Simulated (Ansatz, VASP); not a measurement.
TePb: VASP beside Ansatz

File INCAR:

```
ALGO = Normal
EDIFF = 1E-8
ENCUT = 520
GGA = PE
ISIF = 2
ISMEAR = -1
LASPH = True
LCHARG = False
LEFG = True
LREAL = False
LWAVE = False
NBANDS = 17
NELM = 60
PREC = Accurate
SIGMA = 0.03
```

File KPOINTS:

```
k-points
0
Gamma
  10 10 10
```

The input POSCAR:

```
TePb
1.0
    0.0000000000      3.2270000000      3.2270000000
    3.2270000000      0.0000000000      3.2270000000
    3.2270000000      3.2270000000      0.0000000000
Te Pb
1 1
Direct
    0.5000000000      0.5000000000      0.5000000000
    0.0000000000      0.0000000000      0.0000000000
```

Input for Ansatz:

```yaml
crystal:
  lattice:
    - [0.0, 3.227, 3.227]
    - [3.227, 0.0, 3.227]
    - [3.227, 3.227, 0.0]
  atoms:
    - { symbol: Te, position: [0.5, 0.5, 0.5] }
    - { symbol: Pb, position: [0.0, 0.0, 0.0] }
kpoints:
  mp_grid: { grid: [10, 10, 10] }
  band_path:
    path:
      - [0.0, 0.0, 0.0]
      - [0.5, 0.0, 0.5]
      - [0.625, 0.25, 0.625]
      - [0.375, 0.375, 0.75]
      - [0.0, 0.0, 0.0]
      - [0.5, 0.5, 0.5]
      - [0.5, 0.25, 0.75]
      - [0.5, 0.0, 0.5]
    npoints: 14
scf:
  occupations: { method: fermi_dirac, width: 0.03 }
hamiltonian:
  xc: pbe
  pseudopotentials: { kind: paw }
output:
  forces: true
  stress: true
  eigenvalues: true
  efg: { contact_densities: true }
  populations: true
  bader: true
  dos: { projected: true, de: 0.2, e_range: [-14, 8] }
  write_density: true
  write_potential: true
  elf: true
  volumetric_format: npy
```

Alike in both runs: task electric field gradients; functional PBE; k mesh 10 × 10 × 10; occupations fermi-dirac, width 0.03 eV; no spin polarisation.

|  | VASP | Ansatz |
| --- | --- | --- |
| version | VASP 6.6.1 | Ansatz 0.2.0 |
| potentials or method | VASP PAW PBE potentials, release 64 (Te, Pb_d) | PAW with Ansatz's default frozen-core files, scalar-relativistic |
| plane-wave cutoff (eV) | 520 | 420 |
| valence electrons in the cell | 20 | 30 |

|  | VASP | Ansatz | Ansatz less VASP |
| --- | --- | --- | --- |
| pressure (GPa) | 2.3 | 2.3 | +0.04 |

VASP's potentials hold 20 valence electrons a cell and Ansatz's 30, so a difference there can come from the potentials and not from the codes.

Spin-orbit coupling is off throughout.
